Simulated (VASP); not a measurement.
The system is InP.

```
CELL_PARAMETERS angstrom
3.79252 0.00000 0.00000
-1.89626 3.28442 0.00000
0.00000 0.00000 3.51736
ATOMIC_POSITIONS crystal
In 0.00000 0.00000 0.00000
P 0.66667 0.33333 0.50000
```

The cell was built from a structure type or drawn by symmetry, and may not be a known phase.

| Quantity | Value |
| --- | --- |
| Program | VASP 6.6.1 |
| Task | relaxation of cell and atoms |
| Functional | PBE |
| Potentials or basis | VASP PAW PBE potentials, release 64 (In_d, P) |
| Cutoff | 600 eV |
| k mesh | 18 × 18 × 16 |
| Occupations | gaussian, width 0.1 eV |
| Spin | no spin polarisation |

At the start: pressure -0.0 GPa; volume 21.91 Å³/atom.

How do energy, volume and symmetry change on relaxing?

Over 5 steps the energy falls by 3.5 meV/atom and the volume is 22.07 Å³/atom (+0.8 %); space group P-6m2 (No. 187, to 0.1 Å) before and after.

The path:
| step | energy change (eV) | largest force (eV/Å) | pressure (GPa) | volume (Å³) |
| --- | --- | --- | --- | --- |
| 1 | 0.0000 | 0.0000 | 0.00 | 43.81 |
| 2 | -0.0042 | 0.0000 | 0.20 | 43.81 |
| 3 | -0.0063 | 0.0000 | 0.50 | 43.79 |
| 4 | -0.0067 | 0.0000 | -0.28 | 44.35 |
| 5 | -0.0069 | 0.0000 | -0.01 | 44.15 |

Final structure:
```yaml
crystal:
  lattice:
    - [3.84815, 0.00000, 0.00000]
    - [-1.92408, 3.33260, 0.00000]
    - [0.00000, 0.00000, 3.44266]
  atoms:
    - { symbol: In, position: [0.00000, 0.00000, 0.00000] }
    - { symbol: P, position: [0.66667, 0.33333, 0.50000] }
```
